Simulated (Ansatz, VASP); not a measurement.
BN in VASP and in Ansatz

File INCAR:

```
PREC     = Accurate       # precision mode
ENCUT    = 520            # plane-wave cutoff, eV
EDIFF    = 1E-6           # SCF threshold, eV
ISMEAR   = 0              # smearing method
SIGMA    = 0.05           # smearing width, eV
LREAL    = F              # projectors in reciprocal space
LASPH    = T              # aspherical terms in the spheres
NELM     = 80             # most SCF steps
ALGO     = Normal         # electronic algorithm
ISIF     = 2              # what is computed and relaxed
LWAVE    = F              # write WAVECAR
LCHARG   = F              # write CHGCAR
GGA      = PE             # functional
NBANDS   = 16             # bands
```

Contents of KPOINTS:

```
Automatic mesh
0
Gamma
  12 12 6
```

File POSCAR:

```
BN
1.0
    2.5539396017      0.0000000000      0.0000000000
   -1.2769698009      2.2117765748      0.0000000000
    0.0000000000      0.0000000000      4.2268550000
B N
2 2
Direct
    0.6830436457      0.3453221140      0.9997240000
    0.3497103123      0.6786554474      0.4997240000
    0.6666666667      0.3333333333      0.6252760000
    0.3333333333      0.6666666667      0.1252760000
```

Input for Ansatz:

```yaml
crystal:
  lattice:
    - [2.5539396017, 0.0, 0.0]
    - [-1.2769698009, 2.2117765748, 0.0]
    - [0.0, 0.0, 4.226855]
  atoms:
    - { symbol: B, position: [0.6830436457, 0.345322114, 0.999724] }
    - { symbol: B, position: [0.3497103123, 0.6786554474, 0.499724] }
    - { symbol: "N", position: [0.6666666667, 0.3333333333, 0.625276] }
    - { symbol: "N", position: [0.3333333333, 0.6666666667, 0.125276] }
basis:
  ecutwfc: 520.0
kpoints:
  mp_grid: { grid: [12, 12, 6] }
hamiltonian:
  xc: pbe
scf:
  occupations: { method: gaussian, width: 0.05 }
output:
  forces: true
  stress: true
  eigenvalues: true
```

Change from the starting cell: all B atoms moved +0.037 Å, as atom 1 along Cartesian [1 1 0].

Alike in both runs: task single point; functional PBE; k mesh 12 × 12 × 6; occupations gaussian, width 0.05 eV; no spin polarisation.

|  | VASP | Ansatz |
| --- | --- | --- |
| version | VASP 6.6.1 | Ansatz 0.2.0 |
| potentials or method | VASP PAW PBE potentials, release 64 (B, N), cutoff 520 eV | scalar-relativistic, plane waves, PAW |
| valence electrons in the cell | 16 | 16 |

VASP gave:

- gap on the k mesh at the Fermi level (eV): 5.07
- least direct gap on the mesh (eV): 8.09
- pressure (GPa): 0.6
- traceless stress, the component that is largest in VASP (GPa): 0.85
- rms of the force components (eV/Å): 0.529

**Question.** Which values does Ansatz return?

**Answer.** gap on the k mesh at the Fermi level (eV): 5.09; least direct gap on the mesh (eV): 8.10; pressure (GPa): 0.4; traceless stress, the component that is largest in VASP (GPa): 0.82; rms of the force components (eV/Å): 0.526.

Atom by atom the forces differ by 0.002 eV/Å (rms over components).
